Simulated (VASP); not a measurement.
# Ge (Im-3m) in VASP: a series of runs

Ge is run at these levels: r2SCAN; tasks: single point.

Everything below comes from runs of VASP 6.6.1. Logs are shortened: lines on timing, memory, paths and dates and some standing lists are left out, and cuts for length are marked.

## Step 1: The cell of the first run

It takes space group Im-3m (No. 229, cubic). Conventional cell: a = 3.348 Å, b = 3.348 Å, c = 3.348 Å, α = 90.00°, β = 90.00°, γ = 90.00°. Within 3.8 Å of Ge (site symmetry m-3m) lie 14 Ge at 2.90 to 3.35 Å.

## Step 2: Single point, r2SCAN

Input file POSCAR:

```
Ge
1.0
   -1.6738306493      1.6738306493      1.6738306493
    1.6738306493     -1.6738306493      1.6738306493
    1.6738306493      1.6738306493     -1.6738306493
Ge
1
Direct
    0.0000000000      0.0000000000      0.0000000000
```

Input file INCAR.step1:

```
SYSTEM = Ge
  PREC = Accurate
  ENCUT = 520
  ISMEAR = -1
  SIGMA = 0.1
  LREAL = .FALSE.
  LASPH = .TRUE.
  NELM = 100
  NBANDS = 13
  GGA = PE
  ALGO = Normal
  EDIFF = 1E-4
  LWAVE = .TRUE.
  LCHARG = .FALSE.
```

Input file INCAR.step2:

```
SYSTEM = Ge
  PREC = Accurate
  ENCUT = 520
  EDIFF = 1E-6
  ISMEAR = -1
  SIGMA = 0.1
  LREAL = .FALSE.
  LASPH = .TRUE.
  NELM = 100
  ALGO = Normal
  ISIF = 2
  LWAVE = .FALSE.
  LCHARG = .FALSE.
  METAGGA = R2SCAN
  LMIXTAU = .TRUE.
  NBANDS = 13
  ISTART = 1
```

Input file KPOINTS:

```
Automatic mesh
0
G
  22 22 22
  0 0 0
```

Potentials or basis: VASP PAW PBE potentials, release 64 (Ge_d).

Launch:

```console
> cat potpaw_PBE.64/Ge_d/POTCAR > POTCAR
> cp INCAR.step1 INCAR
> mpirun -np 1 vasp_std > vasp.out
> cp INCAR.step2 INCAR
> mpirun -np 1 vasp_std > vasp.out
```

OUTCAR:

```text
SYSTEM = Ge
   PREC = Accurate
   ENCUT = 520
   EDIFF = 1E-6
   ISMEAR = -1
   LREAL = .FALSE.
   LASPH = .TRUE.
   NELM = 100
   ISIF = 2
   METAGGA = R2SCAN
   ISTART = 1

 ion  position               nearest neighbor table
   1  0.000  0.000  0.000-

  LATTYP: Found a body centered cubic cell.
 ALAT       =     3.3476612986

  Lattice vectors:

 A1 = (  -1.6738306493,   1.6738306493,   1.6738306493)
 A2 = (   1.6738306493,  -1.6738306493,   1.6738306493)
 A3 = (   1.6738306493,   1.6738306493,  -1.6738306493)

Analysis of symmetry for initial positions (statically):
=====================================================================
 Subroutine PRICEL returns:
 Original cell was already a primitive cell.

 Routine SETGRP: Setting up the symmetry group for a
 body centered cubic supercell.

 Subroutine GETGRP returns: Found 48 space group operations
 (whereof 48 operations were pure point group operations)
 out of a pool of 48 trial point group operations.

The static configuration has the point symmetry O_h .

Analysis of symmetry for dynamics (positions and initial velocities):
=====================================================================
 Subroutine PRICEL returns:
 Original cell was already a primitive cell.

 Routine SETGRP: Setting up the symmetry group for a
 body centered cubic supercell.

 Subroutine GETGRP returns: Found 48 space group operations
 (whereof 48 operations were pure point group operations)
 out of a pool of 48 trial point group operations.

The dynamic configuration has the point symmetry O_h .

 Subroutine INISYM returns: Found 48 space group operations
 (whereof 48 operations are pure point group operations),
 and found     1 'primitive' translations

----------------------------------------------------------------------------------------

                                     Primitive cell

  volume of cell :      18.7583

  direct lattice vectors                    reciprocal lattice vectors
    -1.673830649  1.673830649  1.673830649     0.000000000  0.298716002  0.298716002
     1.673830649 -1.673830649  1.673830649     0.298716002  0.000000000  0.298716002
     1.673830649  1.673830649 -1.673830649     0.298716002  0.298716002  0.000000000

  length of vectors
     2.899159728  2.899159728  2.899159728     0.422448222  0.422448222  0.422448222

[... 77 lines left out ...]
   NELM   =    100;   NELMIN=  2; NELMDL=  0     # of ELM steps
   EDIFF  = 0.1E-05   stopping-criterion for ELM
   LREAL  =      F    real-space projection
   EDIFFG = 0.1E-04   stopping-criterion for IOM
   NSW    =      0    number of steps for IOM
   IBRION =     -1    ionic relax: 0-MD 1-quasi-New 2-CG
   NFREE  =      0    steps in history (QN), initial steepest desc. (CG)
   ISIF   =      2    stress and relaxation
   ISYM   =      2    0-nonsym 1-usesym 2-fastsym
   POTIM  = 0.5000    time-step for ionic-motion
   TEBEG  =    0.0;   TEEND  =   0.0 temperature during run
   PSTRESS=    0.0 pullay stress
   NELECT =      14.0000    total number of electrons
   NUPDOWN=      -1.0000    fix difference up-down
   EMIN   =  10.00;   EMAX   =-10.00  energy-range for DOS
   EFERMI =   0.00;   METHOD = LEGACY
   ISMEAR =    -1;   SIGMA  =   0.10  broadening in eV -4-tet -1-fermi 0-gaus
   EFERMI_NEDOS =   21; number of points for ismear=-14 and -15
   IALGO  =     38    algorithm
   IMIX   =      4    mixing-type and parameters
     AMIX     =   0.40;   BMIX     =  1.00
     AMIX_MAG =   1.60;   BMIX_MAG =  1.00
  volume/ion in A,a.u.               =      18.76       126.59
  Fermi-wavevector in a.u.,A,eV,Ry     =   1.484976  2.806197 30.002923  2.205153
  Thomas-Fermi vector in A             =   2.598445
   LORBIT       =      0    0 simple, 1 ext, 2 COOP (PROOUT), +10 PAW based schemes
   METAGGA = R2SCAN    functional components
   LHFCALC =     F    Hartree Fock is set to
   AEXX    =    0.0000 exact exchange contribution
   IVDW    =     0    specifies the selected vdW correction
   LEPSILON=     F    determine dielectric tensor
   LRPA    =     F    only Hartree local field effects (RPA)
 non-spin polarized calculation
  energy-cutoff  :      520.00
  volume of cell :       18.76
 maximum number of plane-waves:       531
 NGX is ok and might be reduce to    24
   NGX = 11   NGY = 11   NGZ = 11

 number of electron      14.0000007 magnetization

 Free energy of the ion-electron system (eV)
  ---------------------------------------------------
  ext. energy  EPLUGINS =         0.00000000
  ---------------------------------------------------
  free energy    TOTEN  =       -13.30336393 eV

  energy without entropy =      -13.28867083  energy(sigma->0) =      -13.29601738

 E-fermi :   6.7253     XC(G=0): -12.4869

 val. band max:        6.6939407085   @ k =   0.5000   0.5000   0.3636
 cond. band min:       6.7546655489   @ k =  -0.4545   0.4545   0.3636
 fundamental gap:      0.0607248404
 Fermi energy:         6.7252747335

 k-point     1 :       0.0000    0.0000    0.0000
  band No.  band energies     occupation
      1     -18.7785      2.00000
      2     -18.7785      2.00000
      3     -18.7785      2.00000
      4     -18.6837      2.00000
      5     -18.6837      2.00000
      6      -7.1578      2.00000
      7      16.4490      0.00000
      8      16.4490      0.00000
      9      16.4492      0.00000
     10      22.3638      0.00000
     11      22.3638      0.00000
     12      22.3638      0.00000
     13      24.7731      0.00000
[... 354 lines left out ...]
  band No.  band energies     occupation
      1     -18.7849      2.00000
      2     -18.7708      2.00000
      3     -18.7279      2.00000
      4     -18.6944      2.00000
      5     -18.6851      2.00000
      6      -6.0556      2.00000
      7      11.2042      0.00000
      8      13.1495      0.00000
      9      14.9331      0.00000
     10      19.7254      0.00000
     11      20.4250      0.00000
     12      22.9781      0.00000
     13      25.0998      0.00000

 [... further k-points ...]
[... 5 lines left out ...]
  --------------------------------------------------------------------------------------
  -------------------------------------------------------------------------------------
  Total       -0.0568407     -0.0568407     -0.0568407      0.0000000     -0.0000000      0.0000000
  in kB       -4.8548468     -4.8548468     -4.8548468      0.0000000     -0.0000000      0.0000000
  external PRESSURE =      -4.8548468 kB  Pullay stress =       0.0000000 kB

 VOLUME and BASIS-vectors are now :
 -----------------------------------------------------------------------------
  energy-cutoff  :      520.00
  volume of cell :       18.76
      direct lattice vectors                 reciprocal lattice vectors
    -1.673830649  1.673830649  1.673830649     0.000000000  0.298716002  0.298716002
     1.673830649 -1.673830649  1.673830649     0.298716002  0.000000000  0.298716002
     1.673830649  1.673830649 -1.673830649     0.298716002  0.298716002  0.000000000

 POSITION                                       TOTAL-FORCE (eV/Angst)
 -----------------------------------------------------------------------------------
      0.00000      0.00000      0.00000         0.000000      0.000000      0.000000
 -----------------------------------------------------------------------------------
    total drift:                               -0.000000      0.000000     -0.000000

  FREE ENERGIE OF THE ION-ELECTRON SYSTEM (eV)
  ---------------------------------------------------
  free  energy   TOTEN  =       -13.3033639321 eV

  energy  without entropy=      -13.2886708348  energy(sigma->0) =      -13.29601738
```

It took 3 min on 1 thread of Intel Xeon Platinum 8488C (Sapphire Rapids), shared host; peak memory 0.2 GiB.

Results:

* Free energy: -13.3034 eV
* Pressure: -0.5 GPa
* Band gap on the k mesh: zero (band 7 reaches 16.45 eV, above the bottom of band 8 at 3.57 eV)

Levels at points of the mesh, in eV from the Fermi level:
```
           k point  band 4  band 5  band 6  band 7  band 8  band 9  band 10  band 11
(0.00, 0.00, 0.00)  -25.41  -25.41  -13.88    9.72    9.72    9.72    15.64    15.64
(0.50, 0.00, 0.00)  -25.41  -25.35   -7.77   -5.65    4.57    7.21    10.19    10.24
(0.50, 0.50, 0.50)  -25.37  -25.37   -2.46   -0.57   -0.57   -0.57     4.78     4.78
```

Caveat: the PAW data sets were made with another functional, which shifts forces and pressure a little.

## Step 3: Single point, r2SCAN

Input file POSCAR:

```
Ge
1.0
   -1.6738306487      1.6738306487      1.6738306487
    1.6738306487     -1.6738306487      1.6738306487
    1.6738306487      1.6738306487     -1.6738306487
Ge
1
Direct
    0.0000000000      0.0000000000      0.0000000000
```

Input file INCAR.step1:

```
  PREC = Accurate
  ENCUT = 520
  ISMEAR = -1
  SIGMA = 0.1
  LREAL = F
  LASPH = T
  NELM = 60
  NBANDS = 13
  GGA = PE
  ALGO = Normal
  EDIFF = 1E-4
  LWAVE = T
  LCHARG = F
```

Input file INCAR.step2:

```
  PREC = Accurate
  ENCUT = 520
  EDIFF = 1E-7
  ISMEAR = -1
  SIGMA = 0.1
  LREAL = F
  LASPH = T
  NELM = 60
  ALGO = Normal
  ISIF = 2
  LWAVE = F
  LCHARG = T
  METAGGA = R2SCAN
  LMIXTAU = T
  LELF = T
  LVHAR = T
  NBANDS = 13
  ISTART = 1
```

Input file KPOINTS:

```
Automatic mesh
0
Gamma
  7 7 7
```

Potentials or basis: VASP PAW PBE potentials, release 64 (Ge_d).

Launch:

```console
> cat potpaw_PBE.64/Ge_d/POTCAR > POTCAR
> cp INCAR.step1 INCAR
> mpirun -np 1 vasp_std > vasp.out
> cp INCAR.step2 INCAR
> mpirun -np 1 vasp_std > vasp.out
```

Run time: 35 s. Hardware: 1 thread of Intel Xeon 8259CL, shared host; peak memory 0.14 GiB.

Results (log left out):

| Property | Result |
| --- | --- |
| Free energy | -13.3327 eV |
| Pressure | 0.3 GPa |
| Band gap on the k mesh | zero (band 7 reaches 16.45 eV, above the bottom of band 8 at 3.96 eV) |

Levels at points of the mesh, in eV from the Fermi level:
```
           k point  band 3  band 4  band 5  band 6  band 7  band 8  band 9  band 10  band 11  band 12
(0.00, 0.00, 0.00)  -25.77  -25.68  -25.68  -14.16    9.44    9.44    9.44    15.35    15.35    15.35
```

Caveat: the k points lie up to 0.38 Å⁻¹ apart; the PAW data sets were made with another functional, which shifts forces and pressure a little.
